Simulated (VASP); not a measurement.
Crystal: AlN.

```xyz
2
Lattice="0.0000 2.0592 1.9894 2.0592 0.0000 1.9894 2.0592 2.0592 0.0000" Properties=species:S:1:pos:R:3 pbc="T T T"
Al    0.0000    0.0000    0.0000
N     2.0592    2.0592    1.9894
```

This cell differs from its parent crystal: epitaxial xy strain +2.0%.

Program: VASP 6.6.1. Alike in all runs: task single point; potentials or basis VASP PAW PBE potentials, release 64 (Al, N); no spin polarisation; cell as given; cutoff (eV) 520. Hardware: 1 thread of Intel(R) Xeon(R) 6975P-C (Granite Rapids) (shared host).

Q: Order these runs on this cell by their wall time, lowest first.
A. level PBE; k mesh 6 × 6 × 6; smearing gaussian 0.01 eV
B. level PBE; k mesh 10 × 10 × 10; smearing fermi-dirac 0.02 eV
C. level r2SCAN; k mesh 10 × 10 × 10; smearing gaussian 0.01 eV

A: A (3.1 s), B (6.5 s), C (22 s).

Caveats: some runs use coarse meshes.
